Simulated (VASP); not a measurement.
# Ba (Im-3m) in VASP: further runs

The runs below take Ba through single point, with r2SCAN.

All numbers are computed with VASP 6.6.1; they aren't measurements. Logs are shortened: lines on timing, memory, paths and dates and some standing lists are left out, and cuts for length are marked.

**1. The cell of the first run**

The structure is cubic, space group Im-3m (No. 229). Conventional cell: a = 5.074 Å, b = 5.074 Å, c = 5.074 Å, α = 90.00°, β = 90.00°, γ = 90.00°. Within 5.8 Å of Ba (site symmetry m-3m) lie 14 Ba at 4.39 to 5.07 Å.

**2. Single point, r2SCAN**

POSCAR

```
Ba
1.0
   -2.5367939014      2.5367939014      2.5367939014
    2.5367939014     -2.5367939014      2.5367939014
    2.5367939014      2.5367939014     -2.5367939014
Ba
1
Direct
    0.0000000000      0.0000000000      0.0000000000
```

INCAR.step1

```
ALGO     = Normal         # electronic algorithm
EDIFF    = 1E-4           # SCF threshold, eV
ENCUT    = 520            # plane-wave cutoff, eV
GGA      = PE             # functional
ISMEAR   = 1              # smearing method
LASPH    = True           # aspherical terms in the spheres
LCHARG   = False          # write CHGCAR
LREAL    = False          # projectors in reciprocal space
LWAVE    = True           # write WAVECAR
NBANDS   = 11             # bands
NELM     = 60             # most SCF steps
PREC     = Accurate       # precision mode
SIGMA    = 0.2            # smearing width, eV
```

INCAR.step2

```
ALGO     = Normal         # electronic algorithm
EDIFF    = 1E-6           # SCF threshold, eV
ENCUT    = 520            # plane-wave cutoff, eV
ISIF     = 2              # what is computed and relaxed
ISMEAR   = 1              # smearing method
ISTART   = 1            
LASPH    = True           # aspherical terms in the spheres
LCHARG   = False          # write CHGCAR
LMIXTAU  = True         
LREAL    = False          # projectors in reciprocal space
LWAVE    = False          # write WAVECAR
METAGGA  = R2SCAN         # meta-GGA
NBANDS   = 11             # bands
NELM     = 60             # most SCF steps
PREC     = Accurate       # precision mode
SIGMA    = 0.2            # smearing width, eV
```

KPOINTS

```
k-points
0
Gamma
  9 9 9
```

Potentials or basis: VASP PAW PBE potentials, release 64 (Ba_sv).

Run with:

```
cat potpaw_PBE.64/Ba_sv/POTCAR > POTCAR
cp INCAR.step1 INCAR
mpirun -np 1 vasp_std > vasp.out
cp INCAR.step2 INCAR
mpirun -np 1 vasp_std > vasp.out
```

OUTCAR:

```text
EDIFF = 1E-6
   ENCUT = 520
   ISIF = 2
   ISMEAR = 1
   ISTART = 1
   LASPH = True
   LREAL = False
   METAGGA = R2SCAN
   NELM = 60
   PREC = Accurate

 ion  position               nearest neighbor table
   1  0.000  0.000  0.000-

  LATTYP: Found a body centered cubic cell.
 ALAT       =     5.0735878028

  Lattice vectors:

 A1 = (  -2.5367939014,   2.5367939014,   2.5367939014)
 A2 = (   2.5367939014,  -2.5367939014,   2.5367939014)
 A3 = (   2.5367939014,   2.5367939014,  -2.5367939014)

Analysis of symmetry for initial positions (statically):
=====================================================================
 Subroutine PRICEL returns:
 Original cell was already a primitive cell.

 Routine SETGRP: Setting up the symmetry group for a
 body centered cubic supercell.

 Subroutine GETGRP returns: Found 48 space group operations
 (whereof 48 operations were pure point group operations)
 out of a pool of 48 trial point group operations.

The static configuration has the point symmetry O_h .

Analysis of symmetry for dynamics (positions and initial velocities):
=====================================================================
 Subroutine PRICEL returns:
 Original cell was already a primitive cell.

 Routine SETGRP: Setting up the symmetry group for a
 body centered cubic supercell.

 Subroutine GETGRP returns: Found 48 space group operations
 (whereof 48 operations were pure point group operations)
 out of a pool of 48 trial point group operations.

The dynamic configuration has the point symmetry O_h .

 Subroutine INISYM returns: Found 48 space group operations
 (whereof 48 operations are pure point group operations),
 and found     1 'primitive' translations

----------------------------------------------------------------------------------------

                                     Primitive cell

  volume of cell :      65.3004

  direct lattice vectors                    reciprocal lattice vectors
    -2.536793901  2.536793901  2.536793901     0.000000000  0.197099181  0.197099181
     2.536793901 -2.536793901  2.536793901     0.197099181  0.000000000  0.197099181
     2.536793901  2.536793901 -2.536793901     0.197099181  0.197099181  0.000000000

  length of vectors
     4.393855926  4.393855926  4.393855926     0.278740335  0.278740335  0.278740335

  position of ions in fractional coordinates (direct lattice)
     0.000000000  0.000000000  0.000000000

  ion indices of the primitive-cell ions
   primitive index   ion index
                 1           1

----------------------------------------------------------------------------------------

 KPOINTS: k-points

Automatic generation of k-mesh.
 Grid dimensions read from file:
 generate k-points for:    9    9    9

 Generating k-lattice:

  Cartesian coordinates                     Fractional coordinates (reciprocal lattice)
     0.000000000  0.021899909  0.021899909     0.111111111  0.000000000  0.000000000
     0.021899909  0.000000000  0.021899909     0.000000000  0.111111111  0.000000000
     0.021899909  0.021899909  0.000000000     0.000000000  0.000000000  0.111111111

  Length of vectors
     0.030971148  0.030971148  0.030971148

  Shift w.r.t. Gamma in fractional coordinates (k-lattice)
     0.000000000  0.000000000  0.000000000

 Subroutine IBZKPT returns following result:
 ===========================================

 Found     35 irreducible k-points:

 Following reciprocal coordinates:
            Coordinates               Weight
  0.000000  0.000000  0.000000      1.000000
  0.111111  0.000000  0.000000     12.000000
  0.222222  0.000000  0.000000     12.000000
  0.333333  0.000000  0.000000     12.000000
  0.444444  0.000000  0.000000     12.000000
  0.111111  0.111111  0.000000     24.000000
[... 16 lines left out ...]
 -0.333333  0.444444  0.111111     48.000000
 -0.444444 -0.444444  0.111111     24.000000
 [... further k-points ...]
   k-points           NKPTS =     35   k-points in BZ     NKDIM =     35   number of bands    NBANDS=     11
   number of dos      NEDOS =    301   number of ions     NIONS =      1
   total plane-waves  NPLWV =  46656
   dimension x,y,z NGX =    36 NGY =   36 NGZ =   36
   dimension x,y,z NGXF=    72 NGYF=   72 NGZF=   72
   ions per type =               1
   NGX,Y,Z   is equivalent  to a cutoff of  13.62, 13.62, 13.62 a.u.
   NGXF,Y,Z  is equivalent  to a cutoff of  27.24, 27.24, 27.24 a.u.
 SYSTEM =  unknown system
   PREC   = accura    normal or accurate (medium, high low for compatibility)
   ISTART =      1    job   : 0-new  1-cont  2-samecut
   ICHARG =      0    charge: 1-file 2-atom 10-const
   ISPIN  =      1    spin polarized calculation?
   LNONCOLLINEAR =      F non collinear calculations
   LSORBIT =      F    spin-orbit coupling
   LASPH  =      T    aspherical Exc in radial PAW
   ENCUT  =  520.0 eV  38.22 Ry    6.18 a.u.   8.17  8.17  8.17*2*pi/ulx,y,z
   NELM   =     60;   NELMIN=  2; NELMDL=  0     # of ELM steps
   EDIFF  = 0.1E-05   stopping-criterion for ELM
   LREAL  =      F    real-space projection
   EDIFFG = 0.1E-04   stopping-criterion for IOM
   NSW    =      0    number of steps for IOM
   IBRION =     -1    ionic relax: 0-MD 1-quasi-New 2-CG
   NFREE  =      0    steps in history (QN), initial steepest desc. (CG)
   ISIF   =      2    stress and relaxation
   ISYM   =      2    0-nonsym 1-usesym 2-fastsym
   POTIM  = 0.5000    time-step for ionic-motion
   TEBEG  =    0.0;   TEEND  =   0.0 temperature during run
   PSTRESS=    0.0 pullay stress
   NELECT =      10.0000    total number of electrons
   NUPDOWN=      -1.0000    fix difference up-down
   EMIN   =  10.00;   EMAX   =-10.00  energy-range for DOS
   EFERMI =   0.00;   METHOD = LEGACY
   ISMEAR =     1;   SIGMA  =   0.20  broadening in eV -4-tet -1-fermi 0-gaus
   EFERMI_NEDOS =   21; number of points for ismear=-14 and -15
   IALGO  =     38    algorithm
   IMIX   =      4    mixing-type and parameters
     AMIX     =   0.40;   BMIX     =  1.00
     AMIX_MAG =   1.60;   BMIX_MAG =  1.00
  volume/ion in A,a.u.               =      65.30       440.67
  Fermi-wavevector in a.u.,A,eV,Ry     =   0.875863  1.655142 10.437525  0.767136
  Thomas-Fermi vector in A             =   1.995593
   LORBIT       =      0    0 simple, 1 ext, 2 COOP (PROOUT), +10 PAW based schemes
   METAGGA = R2SCAN    functional components
   LHFCALC =     F    Hartree Fock is set to
   AEXX    =    0.0000 exact exchange contribution
   IVDW    =     0    specifies the selected vdW correction
   LEPSILON=     F    determine dielectric tensor
   LRPA    =     F    only Hartree local field effects (RPA)
 non-spin polarized calculation
 Methfessel and Paxton  Order N= 1 SIGMA  =   0.20
  energy-cutoff  :      520.00
  volume of cell :       65.30
 maximum number of plane-waves:      1775
 NGX is ok and might be reduce to    36
   NGX = 17   NGY = 17   NGZ = 17

 number of electron      10.0000000 magnetization

 Free energy of the ion-electron system (eV)
  ---------------------------------------------------
  ext. energy  EPLUGINS =         0.00000000
  ---------------------------------------------------
  free energy    TOTEN  =       -26.43323565 eV

  energy without entropy =      -26.43610401  energy(sigma->0) =      -26.43419177

 E-fermi :   1.6059     XC(G=0):  -7.7096

 val. band max:        1.4806463857   @ k =  -0.4444  -0.4444   0.2222
 cond. band min:       1.6230097584   @ k =  -0.4444  -0.4444   0.2222
 fundamental gap:      0.1423633727
 Fermi energy:         1.6059395211

 k-point     1 :       0.0000    0.0000    0.0000
  band No.  band energies     occupation
      1     -28.3716      2.00000
      2     -12.9210      2.00000
      3     -12.9210      2.00000
      4     -12.9210      2.00000
      5      -1.2605      2.00000
      6       3.7035     -0.00000
      7       3.7035     -0.00000
      8       3.7035     -0.00000
      9       5.0137     -0.00000
     10       5.0137     -0.00000
     11       8.7914      0.00000

 k-point     2 :       0.1111    0.0000    0.0000
  band No.  band energies     occupation
      1     -28.3669      2.00000
      2     -12.9738      2.00000
      3     -12.9368      2.00000
      4     -12.9215      2.00000
      5      -1.0300      2.00000
      6       3.5076     -0.00000
      7       3.5600     -0.00000
      8       3.9347     -0.00000
      9       4.7559     -0.00000
     10       4.9993     -0.00000
     11       9.0462      0.00000

 k-point     3 :       0.2222    0.0000    0.0000
  band No.  band energies     occupation
      1     -28.3551      2.00000
      2     -13.1035      2.00000
      3     -12.9764      2.00000
      4     -12.9228      2.00000
      5      -0.4147      2.00000
      6       3.0199     -0.00000
      7       3.0992     -0.00000
      8       4.6067     -0.00000
      9       4.7481     -0.00000
     10       5.0372     -0.00000
     11       9.2275      0.00000

 k-point     4 :       0.3333    0.0000    0.0000
  band No.  band energies     occupation
      1     -28.3416      2.00000
      2     -13.2444      2.00000
      3     -13.0207      2.00000
      4     -12.9242      2.00000
      5       0.3185      2.00000
      6       2.5881     -0.00000
      7       2.7286     -0.00000
      8       4.9933     -0.00000
      9       5.2337     -0.00000
     10       5.6401      0.00000
     11       8.3829      0.00000
[... 239 lines left out ...]
 k-point    22 :      -0.4444    0.4444    0.1111
  band No.  band energies     occupation
      1     -28.3294      2.00000
      2     -13.3180      2.00000
      3     -13.0678      2.00000
      4     -12.9602      2.00000
      5       0.9128      2.00001
      6       2.3899     -0.00000
      7       2.7461     -0.00000
      8       4.3815     -0.00000
      9       5.7391      0.00000
     10       6.6788      0.00000
     11       8.2141      0.00000

 k-point    23 :      -0.3333    0.4444    0.1111
  band No.  band energies     occupation
      1     -28.3287      2.00000
      2     -13.2682      2.00000
      3     -13.0961      2.00000
      4     -12.9876      2.00000
      5       1.0629      2.00084
      6       2.1069     -0.00227
      7       2.9133     -0.00000
      8       4.2868     -0.00000
      9       5.4417     -0.00000
     10       6.3906      0.00000
     11       8.3096      0.00000

 k-point    24 :      -0.4444   -0.4444    0.1111
  band No.  band energies     occupation
      1     -28.3245      2.00000
      2     -13.2995      2.00000
      3     -13.1177      2.00000
      4     -12.9874      2.00000
      5       1.2698      2.03878
      6       2.1419     -0.00100
      7       2.7131     -0.00000
      8       4.2750     -0.00000
      9       5.7702      0.00000
     10       7.1930      0.00000
     11       7.7429      0.00000

 [... further k-points ...]

------------------------ aborting loop because EDIFF is reached ----------------------------------------

  FORCE on cell =-STRESS in cart. coord.  units (eV):
  Direction    XX          YY          ZZ          XY          YZ          ZX
  --------------------------------------------------------------------------------------
  -------------------------------------------------------------------------------------
  Total        0.0168163      0.0168163      0.0168163      0.0000000      0.0000000      0.0000000
  in kB        0.4125976      0.4125976      0.4125976      0.0000000      0.0000000      0.0000000
  external PRESSURE =       0.4125976 kB  Pullay stress =       0.0000000 kB

 VOLUME and BASIS-vectors are now :
 -----------------------------------------------------------------------------
  energy-cutoff  :      520.00
  volume of cell :       65.30
      direct lattice vectors                 reciprocal lattice vectors
    -2.536793901  2.536793901  2.536793901     0.000000000  0.197099181  0.197099181
     2.536793901 -2.536793901  2.536793901     0.197099181  0.000000000  0.197099181
     2.536793901  2.536793901 -2.536793901     0.197099181  0.197099181  0.000000000

 POSITION                                       TOTAL-FORCE (eV/Angst)
 -----------------------------------------------------------------------------------
      0.00000      0.00000      0.00000         0.000000      0.000000      0.000000
 -----------------------------------------------------------------------------------
    total drift:                               -0.000000      0.000000      0.000000

  FREE ENERGIE OF THE ION-ELECTRON SYSTEM (eV)
  ---------------------------------------------------
  free  energy   TOTEN  =       -26.4332356540 eV

  energy  without entropy=      -26.4361040067  energy(sigma->0) =      -26.43419177
```

It took 63 s on 1 thread of Intel Xeon Platinum 8488C (Sapphire Rapids), shared host; peak memory 0.21 GiB.

What came out:

* Free energy: -26.4332 eV
* Pressure: 0.0 GPa
* Band gap on the k mesh: zero (bands 5 and 6 overlap by 0.93 eV)

Levels at points of the mesh, in eV from the Fermi level:
```
           k point  band 2  band 3  band 4  band 5  band 6  band 7  band 8  band 9
(0.00, 0.00, 0.00)  -14.53  -14.53  -14.53   -2.87    2.10    2.10    2.10    3.41
```

Caveat: the PAW data sets were made with another functional, which shifts forces and pressure a little; spin-orbit coupling is left out, which moves the levels of the heavy elements.

**3. Single point, r2SCAN**

POSCAR is that of step 2.

INCAR.step1

```
SYSTEM = Ba
ALGO = Normal
EDIFF = 1E-4
ENCUT = 520
GGA = PE
ISMEAR = 1
LASPH = .TRUE.
LCHARG = .FALSE.
LREAL = .FALSE.
LWAVE = .TRUE.
NBANDS = 11
NELM = 60
PREC = Accurate
SIGMA = 0.3
```

INCAR.step2

```
SYSTEM = Ba
ALGO = Normal
EDIFF = 1E-6
ENCUT = 520
ISIF = 2
ISMEAR = 1
ISTART = 1
LASPH = .TRUE.
LCHARG = .FALSE.
LMIXTAU = .TRUE.
LREAL = .FALSE.
LWAVE = .FALSE.
METAGGA = R2SCAN
NBANDS = 11
NELM = 60
PREC = Accurate
SIGMA = 0.3
```

KPOINTS

```
k-points
0
G
  9 9 9
  0 0 0
```

Potentials or basis: VASP PAW PBE potentials, release 64 (Ba_sv).

Run with:

```
cat potpaw_PBE.64/Ba_sv/POTCAR > POTCAR
cp INCAR.step1 INCAR
mpirun -np 1 vasp_std > vasp.out
cp INCAR.step2 INCAR
mpirun -np 1 vasp_std > vasp.out
```

Run time: 60 s. Hardware: 1 thread of Intel Xeon Platinum 8488C (Sapphire Rapids), shared host; peak memory 0.21 GiB.

Results (log left out):

* Free energy: -26.4314 eV
* Pressure: 0.0 GPa
* Band gap on the k mesh: zero (bands 5 and 6 overlap by 0.94 eV)

Levels at points of the mesh, in eV from the Fermi level:
```csv
k point,band 1,band 2,band 3,band 4,band 5,band 6,band 7,band 8,band 9,band 10
"(0.00, 0.00, 0.00)",-29.98,-14.53,-14.53,-14.53,-2.87,2.10,2.10,2.10,3.41,3.41
```

Caveat: so wide a smearing shifts energies and pressures; the PAW data sets were made with another functional, which shifts forces and pressure a little; spin-orbit coupling is left out, which moves the levels of the heavy elements.

**4. Single point, r2SCAN**

POSCAR is that of step 3.

INCAR.step1

```
SYSTEM = Ba
PREC = Accurate ; ENCUT = 520
ISMEAR = 1 ; SIGMA = 0.6
LREAL = .False. ; LASPH = .True.
NELM = 80 ; NBANDS = 11
GGA = PE ; ALGO = Normal
EDIFF = 1E-4 ; LWAVE = .True.
LCHARG = .False.
```

INCAR.step2

```
SYSTEM = Ba
PREC = Accurate ; ENCUT = 520
EDIFF = 1E-6 ; ISMEAR = 1
SIGMA = 0.6 ; LREAL = .False.
LASPH = .True. ; NELM = 80
ALGO = Normal ; ISIF = 2
LWAVE = .False. ; LCHARG = .False.
METAGGA = R2SCAN ; LMIXTAU = .True.
NBANDS = 11 ; ISTART = 1
```

KPOINTS

```
regular mesh
0
Gamma
  9 9 9
  0 0 0
```

Run with:

```
cat potpaw_PBE.64/Ba_sv/POTCAR > POTCAR
cp INCAR.step1 INCAR
mpirun -np 1 vasp_std > vasp.out
cp INCAR.step2 INCAR
mpirun -np 1 vasp_std > vasp.out
```

Wall time 65 s (1 thread of Intel Xeon Platinum 8488C (Sapphire Rapids), shared host); peak memory 0.21 GiB.

Results (log left out):

```
Free energy            : -26.4159 eV
Pressure               : 0.0 GPa
Band gap on the k mesh : zero (bands 5 and 6 overlap by 0.94 eV)
```

Levels at points of the mesh, in eV from the Fermi level:
```csv
k point,band 1,band 2,band 3,band 4,band 5,band 6,band 7,band 8,band 9,band 10
"(0.00, 0.00, 0.00)",-30.04,-14.59,-14.59,-14.59,-2.92,2.04,2.04,2.04,3.34,3.34
```

Caveat: so wide a smearing shifts energies and pressures; the PAW data sets were made with another functional, which shifts forces and pressure a little; spin-orbit coupling is left out, which moves the levels of the heavy elements.

(Continued in part 2 of 2.)
